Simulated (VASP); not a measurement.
SnH5:

```xyz
6
Lattice="4.5695 0.0000 0.0000 -2.2848 3.9573 0.0000 0.0000 0.0000 3.8235" Properties=species:S:1:pos:R:3 pbc="T T T"
Sn    0.0000    0.0000    0.0000
H     0.0000    2.6382    0.0000
H     2.2848    1.3191    0.0000
H     2.2848    0.0000    1.9117
H     1.1424    1.9787    1.9117
H    -1.1424    1.9787    1.9117
```

```yaml
Program: VASP 6.6.1
Task: relaxation of cell and atoms
Functional: PBE
Potentials_or_basis: VASP PAW PBE potentials, release 64 (Sn_d, H)
Cutoff: 600 eV
k_mesh: 6 × 6 × 4
Occupations: gaussian, width 0.1 eV
Spin: no spin polarisation
```

At the start: pressure -13.2 GPa; volume 11.52 Å³/atom.

Q: Where does the relaxation end?

A: Over 16 steps the energy falls by 355.6 meV/atom and the volume is 7.32 Å³/atom (-36.4 %); space group P6/mmm (No. 191, to 0.05 Å).

The path:
```tsv
step	energy change (eV)	largest force (eV/Å)	pressure (GPa)	volume (Å³)
1	0.0000	0.0000	-13.20	69.14
2	-0.7551	0.0000	-12.72	60.06
3	-1.6976	0.0000	9.11	37.62
4	-1.7640	0.0000	-2.52	43.30
5	-1.7825	0.0000	0.10	41.60
6	-1.7826	0.0000	0.97	41.14
7	-1.8293	0.0000	1.13	41.08
8	-1.9881	0.0000	2.94	40.79
9	-1.9651	0.0000	9.86	39.78
10	-2.0045	0.0000	9.14	40.02
11	-2.0661	0.0000	5.81	40.45
12	-2.0657	0.0000	6.71	40.34
13	-2.0807	0.0000	5.95	40.93
14	-2.0866	0.0000	5.36	41.47
15	-2.1095	0.0000	3.76	42.10
16	-2.1339	0.0000	-0.14	43.94
```

Final structure:
```cif
data_structure
_symmetry_space_group_name_H-M 'P 1'
_symmetry_Int_Tables_number 1
_cell_length_a 3.6269
_cell_length_b 3.6269
_cell_length_c 3.8575
_cell_angle_alpha 90.000
_cell_angle_beta 90.000
_cell_angle_gamma 120.000
_cell_volume 43.94
loop_
_atom_site_label
_atom_site_type_symbol
_atom_site_fract_x
_atom_site_fract_y
_atom_site_fract_z
_atom_site_occupancy
Sn1 Sn 0.00000 0.00000 0.00000 1
H1 H 0.33333 0.66667 0.00000 1
H2 H 0.66667 0.33333 0.00000 1
H3 H 0.50000 0.00000 0.50000 1
H4 H 0.50000 0.50000 0.50000 1
H5 H 0.00000 0.50000 0.50000 1
```

Caveat: the k points lie up to 0.41 Å⁻¹ apart in the final cell; the volume moved by over 15 % at a fixed basis, so the end points are rough.
